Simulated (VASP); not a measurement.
Here is a VASP 6.6.1 calculation.

Contents of INCAR:

```
SYSTEM = Si
PREC = Accurate
ENCUT = 500
EDIFF = 1E-6
ISMEAR = 1
SIGMA = 0.02
LREAL = .False.
LASPH = .True.
NELM = 120
ALGO = Normal
ISIF = 2
LWAVE = .False.
LCHARG = .False.
NBANDS = 8
GGA_COMPAT = .False.
```

File KPOINTS:

```
Automatic mesh
0
Gamma
  10 10 10
  0 0 0
```

Contents of POSCAR:

```
Si
1.0
    2.3951842703      0.0000000000      0.0000000000
    0.0000000000      2.3951842703      0.0000000000
    0.0000000000      0.0000000000      2.3951842703
Si
1
Direct
    0.0000000000      0.0000000000      0.0000000000
```

Potentials or basis: VASP PAW LDA potentials, release 64 (Si).

The run is started by

```console
$ cat potpaw_LDA.64/Si/POTCAR > POTCAR
$ mpirun -np 1 vasp_std > vasp.out
```

Predict the pressure.

20.2 GPa.

Predict the band gap on the k mesh.

zero (band 2 reaches 17.89 eV, above the bottom of band 3 at 7.30 eV).
